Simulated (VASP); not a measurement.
# Ti in VASP: single point with PBE

Aim: the single point of Ti with PBE.

Everything below comes from runs of VASP 6.6.1. Logs are shortened: lines on timing, memory, paths and dates and some standing lists are left out, and cuts for length are marked.

## (1) The cell of the first run

The typed cell holds 2 atoms: a = 2.881 Å, b = 2.881 Å, c = 4.625 Å, α = 90.00°, β = 90.00°, γ = 120.00°.

## (2) Single point, PBE

Contents of POSCAR:

```
Ti
1.0
    2.8805060000      0.0000000000      0.0000000000
   -1.4402530000      2.4945960000      0.0000000000
    0.0000000000      0.0000000000      4.6251240000
Ti
2
Direct
    0.3333000000      0.6667000000      0.2500000000
    0.6666000000      0.3333000000      0.7500000000
```

Contents of INCAR.step1:

```
SYSTEM = Ti
PREC = Accurate ; ENCUT = 520
EDIFF = 1E-6 ; ISMEAR = -1
SIGMA = 0.1 ; LREAL = .False.
LASPH = .True. ; NELM = 80
ALGO = Normal ; ISIF = 2
LWAVE = .False. ; LCHARG = .True.
LMAXMIX = 4 ; GGA = PE
NBANDS = 19
```

Contents of KPOINTS.step1:

```
regular mesh
0
Gamma
  13 13 7
  0 0 0
```

Contents of INCAR.step2:

```
SYSTEM = Ti
PREC = Accurate ; ENCUT = 520
EDIFF = 1E-6 ; ISMEAR = -5
SIGMA = 0.1 ; LREAL = .False.
LASPH = .True. ; NELM = 80
ALGO = Normal ; ISIF = 2
LWAVE = .False. ; LCHARG = .False.
LMAXMIX = 4 ; GGA = PE
LORBIT = 11 ; NEDOS = 1001
ICHARG = 11
```

Contents of KPOINTS.step2:

```
regular mesh
0
Gamma
  20 20 11
  0 0 0
```

Potentials or basis: VASP PAW PBE potentials, release 64 (Ti_sv).

The run is started by

```sh
$ cat potpaw_PBE.64/Ti_sv/POTCAR > POTCAR
$ cp INCAR.step1 INCAR
$ cp KPOINTS.step1 KPOINTS
$ mpirun -np 1 vasp_std > vasp.out
$ cp INCAR.step2 INCAR
$ cp KPOINTS.step2 KPOINTS
$ mpirun -np 1 vasp_std > vasp.out
```

OUTCAR:

```text
SYSTEM = Ti
   PREC = Accurate
   ENCUT = 520
   EDIFF = 1E-6
   ISMEAR = -5
   LREAL = .False.
   LASPH = .True.
   NELM = 80
   ISIF = 2
   GGA = PE
   LORBIT = 11
   ICHARG = 11

 ion  position               nearest neighbor table
   1  0.333  0.667  0.250-   2 2.85   2 2.85   2 2.85   2 2.85   2 2.85   2 2.85
   2  0.667  0.333  0.750-   1 2.85   1 2.85   1 2.85   1 2.85   1 2.85   1 2.85

  LATTYP: Found a hexagonal cell.
 ALAT       =     2.8805060000
 C/A-ratio  =     1.6056637271

  Lattice vectors:

 A1 = (   2.8805060000,   0.0000000000,   0.0000000000)
 A2 = (  -1.4402530000,   2.4945960000,   0.0000000000)
 A3 = (   0.0000000000,   0.0000000000,   4.6251240000)

Analysis of symmetry for initial positions (statically):
=====================================================================
 Subroutine PRICEL returns:
 Original cell was already a primitive cell.

 Routine SETGRP: Setting up the symmetry group for a
 hexagonal supercell.

 Subroutine GETGRP returns: Found  8 space group operations
 (whereof  2 operations were pure point group operations)
 out of a pool of 24 trial point group operations.

The static configuration has the point symmetry C_2 .
 The point group associated with its full space group is D_2h.

Analysis of symmetry for dynamics (positions and initial velocities):
=====================================================================
 Subroutine PRICEL returns:
 Original cell was already a primitive cell.

 Routine SETGRP: Setting up the symmetry group for a
 hexagonal supercell.

 Subroutine GETGRP returns: Found  8 space group operations
 (whereof  2 operations were pure point group operations)
 out of a pool of 24 trial point group operations.

The dynamic configuration has the point symmetry C_2 .
 The point group associated with its full space group is D_2h.

 Subroutine INISYM returns: Found  8 space group operations
 (whereof  2 operations are pure point group operations),
 and found     1 'primitive' translations

----------------------------------------------------------------------------------------

                                     Primitive cell

  volume of cell :      33.2347

  direct lattice vectors                    reciprocal lattice vectors
     2.880506000  0.000000000  0.000000000     0.347161228  0.200433257  0.000000000
    -1.440253000  2.494596000  0.000000000     0.000000000  0.400866513  0.000000000
[... 94 lines left out ...]
   ISYM   =      2    0-nonsym 1-usesym 2-fastsym
   POTIM  = 0.5000    time-step for ionic-motion
   TEBEG  =    0.0;   TEEND  =   0.0 temperature during run
   PSTRESS=    0.0 pullay stress
   NELECT =      24.0000    total number of electrons
   NUPDOWN=      -1.0000    fix difference up-down
   EMIN   =  10.00;   EMAX   =-10.00  energy-range for DOS
   EFERMI =   0.00;   METHOD = LEGACY
   ISMEAR =    -5;   SIGMA  =   0.10  broadening in eV -4-tet -1-fermi 0-gaus
   EFERMI_NEDOS =   21; number of points for ismear=-14 and -15
   IALGO  =     38    algorithm
   IMIX   =      4    mixing-type and parameters
     AMIX     =   0.40;   BMIX     =  1.00
     AMIX_MAG =   1.60;   BMIX_MAG =  1.00
  volume/ion in A,a.u.               =      16.62       112.14
  Fermi-wavevector in a.u.,A,eV,Ry     =   1.468750  2.775534 29.350836  2.157226
  Thomas-Fermi vector in A             =   2.584210
   LORBIT       =     11    0 simple, 1 ext, 2 COOP (PROOUT), +10 PAW based schemes
   GGA     = PE    functional components
   LHFCALC =     F    Hartree Fock is set to
   AEXX    =    0.0000 exact exchange contribution
   IVDW    =     0    specifies the selected vdW correction
   LEPSILON=     F    determine dielectric tensor
   LRPA    =     F    only Hartree local field effects (RPA)
 non-spin polarized calculation
 Fermi weights with tetrahedron method with Bloechl corrections
  energy-cutoff  :      520.00
  volume of cell :       33.23
 maximum number of plane-waves:       917
 NGX is ok and might be reduce to    24

 number of electron      24.0000004 magnetization

 Free energy of the ion-electron system (eV)
  ---------------------------------------------------
  ext. energy  EPLUGINS =         0.00000000
  ---------------------------------------------------
  free energy    TOTEN  =       -15.64766925 eV

  energy without entropy =      -15.64766925  energy(sigma->0) =      -15.64766925

 E-fermi :   8.8353     XC(G=0): -11.7069

 val. band max:        8.8591740276   @ k =  -0.2000   0.1000   0.3636
 cond. band min:       8.8224051474   @ k =   0.4000   0.2000   0.2727
 fundamental gap:     -0.0367688802
 Fermi energy:         8.8352849695

 k-point     1 :       0.0000    0.0000    0.0000
  band No.  band energies     occupation
      1     -47.9638      2.00000
      2     -47.8084      2.00000
      3     -24.5872      2.00000
      4     -23.8605      2.00000
      5     -23.8604      2.00000
      6     -23.7923      2.00000
[... 433 lines left out ...]
      3     -24.5438      2.00000
      4     -23.9485      2.00000
      5     -23.8991      2.00000
      6     -23.8395      2.00000
[... 8 lines left out ...]
     15      10.1150      0.00000
     16      10.2234      0.00000

 [... further k-points ...]

------------------------ aborting loop because EDIFF is reached ----------------------------------------

  FORCE on cell =-STRESS in cart. coord.  units (eV):
  Direction    XX          YY          ZZ          XY          YZ          ZX
  --------------------------------------------------------------------------------------
  -------------------------------------------------------------------------------------
  Total        0.9055831      0.9059389      0.8782616      0.0000000      0.0000000      0.0000000
  in kB       43.6562565     43.6734100     42.3391457      0.0000000      0.0000000      0.0000000
  external PRESSURE =      43.2229374 kB  Pullay stress =       0.0000000 kB

 VOLUME and BASIS-vectors are now :
 -----------------------------------------------------------------------------
  energy-cutoff  :      520.00
  volume of cell :       33.23
      direct lattice vectors                 reciprocal lattice vectors
     2.880506000  0.000000000  0.000000000     0.347161228  0.200433257  0.000000000
    -1.440253000  2.494596000  0.000000000     0.000000000  0.400866513  0.000000000
     0.000000000  0.000000000  4.625124000     0.000000000  0.000000000  0.216210419

 POSITION                                       TOTAL-FORCE (eV/Angst)
 -----------------------------------------------------------------------------------
     -0.00014      1.66315      1.15628         0.000000     -0.000394      0.000000
      1.44011      0.83145      3.46884        -0.000000      0.000394     -0.000000
 -----------------------------------------------------------------------------------
    total drift:                               -0.000001     -0.000000     -0.000000

  FREE ENERGIE OF THE ION-ELECTRON SYSTEM (eV)
  ---------------------------------------------------
  free  energy   TOTEN  =       -15.6476692521 eV

  energy  without entropy=      -15.6476692521  energy(sigma->0) =      -15.64766925

 total charge

# of ion       s       p       d       tot
------------------------------------------
    1        2.259   6.130   1.913  10.302
    2        2.259   6.130   1.913  10.302
--------------------------------------------------
tot          4.518  12.261   3.826  20.604
```

OUTCAR.step1:

```text
SYSTEM = Ti
   PREC = Accurate
   ENCUT = 520
   EDIFF = 1E-6
   ISMEAR = -1
   LREAL = .False.
[... 753 lines left out ...]
     -0.00014      1.66315      1.15628        -0.000000     -0.000204      0.000000
      1.44011      0.83145      3.46884         0.000000      0.000204     -0.000000
 -----------------------------------------------------------------------------------
    total drift:                               -0.000001     -0.000000     -0.000000

  FREE ENERGIE OF THE ION-ELECTRON SYSTEM (eV)
  ---------------------------------------------------
  free  energy   TOTEN  =       -15.6818480657 eV

  energy  without entropy=      -15.6080276683  energy(sigma->0) =      -15.64493787
```

Wall time 4.4 min (1 thread of Intel Xeon Platinum 8259CL at 2.50GHz (Skylake/Cascade Lake), shared host); peak memory 0.41 GiB.

Results:

| Property | Result |
| --- | --- |
| Valence electrons inside the program's atomic spheres | Ti 10.30 |

Levels at points of the mesh, in eV from the Fermi level:
```
           k point  band 8  band 9  band 10  band 11  band 12  band 13  band 14  band 15  band 16
(0.00, 0.00, 0.00)  -32.59   -6.34    -2.83     0.74     0.79     0.79     0.82     1.30     1.30
(0.50, 0.00, 0.00)  -32.68   -2.41    -2.30    -2.00    -0.55     0.54     0.60     1.17     3.56
(0.00, 0.50, 0.00)  -32.68   -2.41    -2.30    -2.00    -0.55     0.54     0.60     1.17     3.56
```
